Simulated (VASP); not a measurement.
Set up this calculation in VASP 6.6.1, as the native input.

```
Task                   : single point
Functional             : r2SCAN
Potentials or basis    : VASP PAW PBE potentials, release 64 (Te, Sn_d)
Cutoff                 : 520 eV
k mesh                 : 5 × 5 × 5
Occupations            : fermi-dirac, width 0.05 eV
Spin                   : no spin polarisation
Dipole correction      : no
Further INCAR settings : ALGO = Normal; EDIFF = 1e-07; NBANDS = 17
```

The system is SnTe.

```
Te Sn
1.0
     0.00000    3.15085    3.15085
     3.15085    0.00000    3.15085
     3.15085    3.15085    0.00000
Te Sn
1 1
Direct
  0.51041 0.49414 0.50590
  0.00359 0.99017 0.99647
```

One way to write it, as run:

POSCAR

```
SnTe
1.0
    0.0000000000      3.1508500000      3.1508500000
    3.1508500000      0.0000000000      3.1508500000
    3.1508500000      3.1508500000      0.0000000000
Te Sn
1 1
Direct
    0.5104120000      0.4941380000      0.5059000000
    0.0035920000     -0.0098350000     -0.0035280000
```

INCAR.step1

```
PREC = Accurate
ENCUT = 520
ISMEAR = -1
SIGMA = 0.05
LREAL = F
LASPH = T
NELM = 100
NBANDS = 17
GGA = PE
ALGO = Normal
EDIFF = 1E-4
LWAVE = T
LCHARG = F
```

INCAR.step2

```
PREC = Accurate
ENCUT = 520
EDIFF = 1E-7
ISMEAR = -1
SIGMA = 0.05
LREAL = F
LASPH = T
NELM = 100
ALGO = Normal
ISIF = 2
LWAVE = F
LCHARG = F
METAGGA = R2SCAN
LMIXTAU = T
NBANDS = 17
ISTART = 1
```

KPOINTS

```
Automatic mesh
0
Gamma
  5 5 5
```

Potentials or basis: VASP PAW PBE potentials, release 64 (Te, Sn_d).

Launch:

```console
$ cat potpaw_PBE.64/Te/POTCAR potpaw_PBE.64/Sn_d/POTCAR > POTCAR
$ cp INCAR.step1 INCAR
$ mpirun -np 1 vasp_std > vasp.out
$ cp INCAR.step2 INCAR
$ mpirun -np 1 vasp_std > vasp.out
```

It gave:

```json
{
 "Pressure": "1.6 GPa",
 "Largest force": "0.040 eV/Å",
 "Band gap on the k mesh": "0.86 eV, indirect (least direct gap 0.87 eV)"
}
```

Caveat: the PAW data sets were made with another functional, which shifts forces and pressure a little; spin-orbit coupling is left out, which moves the levels of the heavy elements.

Run time: 16 min on 1 thread of AMD EPYC 7R13 (shared host), peak memory 0.23 GiB.
